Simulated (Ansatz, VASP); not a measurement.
## ZrB2: VASP beside Ansatz

Contents of INCAR:

```
SYSTEM = ZrB2
PREC = Accurate
ENCUT = 520
EDIFF = 1E-6
ISMEAR = -1
SIGMA = 0.05
LREAL = .False.
LASPH = .True.
NELM = 100
ALGO = Normal
ISIF = 2
LWAVE = .False.
LCHARG = .False.
NBANDS = 16
```

File KPOINTS:

```
regular mesh
0
Gamma
  10 10 8
  0 0 0
```

File POSCAR:

```
ZrB2
1.0
    3.1487241912      0.0000000000      0.0000000000
   -1.5743620956      2.7268751391      0.0000000000
    0.0000000000      0.0000000000      3.5092878761
Zr B
1 2
Direct
    0.0000000000      0.0000000000      0.0000000000
    0.6666666667      0.3333333333      0.5000000000
    0.3333333333      0.6666666667      0.5000000000
```

File input.yaml:

```yaml
crystal:
  lattice:
    - [3.1487241912, 0.0, 0.0]
    - [-1.5743620956, 2.7268751391, 0.0]
    - [0.0, 0.0, 3.5092878761]
  atoms:
    - { symbol: Zr, position: [0.0, 0.0, 0.0] }
    - { symbol: B, position: [0.6666666667, 0.3333333333, 0.5] }
    - { symbol: B, position: [0.3333333333, 0.6666666667, 0.5] }
kpoints:
  mp_grid: { grid: [10, 10, 8] }
scf:
  occupations: { method: fermi_dirac, width: 0.05 }
hamiltonian:
  xc: lda
  pseudopotentials: { kind: all_electron, lapw: { basis_error: 0.002 } }
output:
  forces: true
  stress: true
  eigenvalues: true
```

Change from the starting cell: volume scaled by 0.98.

Alike in both runs: task single point; functional LDA; k mesh 10 × 10 × 8; occupations fermi-dirac, width 0.05 eV; no spin polarisation.

|  | VASP | Ansatz |
| --- | --- | --- |
| version | VASP 6.6.1 | Ansatz 0.2.0 |
| potentials or method | VASP PAW LDA potentials, release 64 (Zr_sv, B), cutoff 520 eV | all-electron LAPW, scalar-relativistic |

|  | VASP | Ansatz | Ansatz less VASP |
| --- | --- | --- | --- |
| gap on the k mesh at the Fermi level (eV) | none | none | - |
| pressure (GPa) | -3.5 | -4.0 | -0.48 |
| traceless stress, the component that is largest in VASP (GPa) | 0.37 | 0.37 | +0.002 |

LDA's correlation is that of Perdew and Zunger in VASP and of Perdew and Wang (1992) in Ansatz. A gap of «none» marks a metal or a gap that the smearing closes. Ansatz ran all-electron here, and VASP with PAW potentials.
